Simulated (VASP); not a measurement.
Write the native input for VASP 6.6.1 that does the following.

```yaml
Task: single point
Functional: PBEsol
Potentials_or_basis: VASP PAW PBE potentials, release 64 (Nb_sv)
Cutoff: 520 eV
k_mesh: 8 × 8 × 8
Occupations: fermi-dirac, width 0.05 eV
Spin: non-collinear spin, zero start, spin-orbit coupling
Starting_moments: "[[0.0, 0.0, 0.0]] μB"
Dipole_correction: no
Further_INCAR_settings: ALGO = Fast; EDIFF = 1e-06; NBANDS = 24
```

The structure of Nb lies in POSCAR:

```
Nb
1.0
    0.0000000000      2.1150000000      2.1150000000
    2.1150000000      0.0000000000      2.1150000000
    2.1150000000      2.1150000000      0.0000000000
Nb
1
Direct
    0.0000000000      0.0000000000      0.0000000000
```

The input as run:

INCAR

```
  PREC = Accurate
  ENCUT = 520
  EDIFF = 1E-6
  ISMEAR = -1
  SIGMA = 0.05
  LREAL = F
  LASPH = T
  NELM = 150
  ALGO = Fast
  ISIF = 2
  LWAVE = F
  LCHARG = F
  MAGMOM = 0 0 0
  LORBIT = 11
  LSORBIT = T
  GGA_COMPAT = F
  LORBMOM = T
  LMAXMIX = 4
  GGA = PS
  NBANDS = 24
```

KPOINTS

```
Automatic mesh
0
Gamma
  8 8 8
```

Potentials or basis: VASP PAW PBE potentials, release 64 (Nb_sv).

The run is started by

```bash
$ cat potpaw_PBE.64/Nb_sv/POTCAR > POTCAR
$ mpirun -np 1 vasp_ncl > vasp.out
```

Results of the run:

The pressure is -7.6 GPa, the net moment is 0.00 μB per cell and the valence electrons inside the program's atomic spheres are Nb 10.63.

Caveat: the PAW data sets were made with another functional, which shifts forces and pressure a little.

Wall time 86 s on 1 thread of Intel Xeon 8259CL (shared host), peak memory 0.2 GiB.
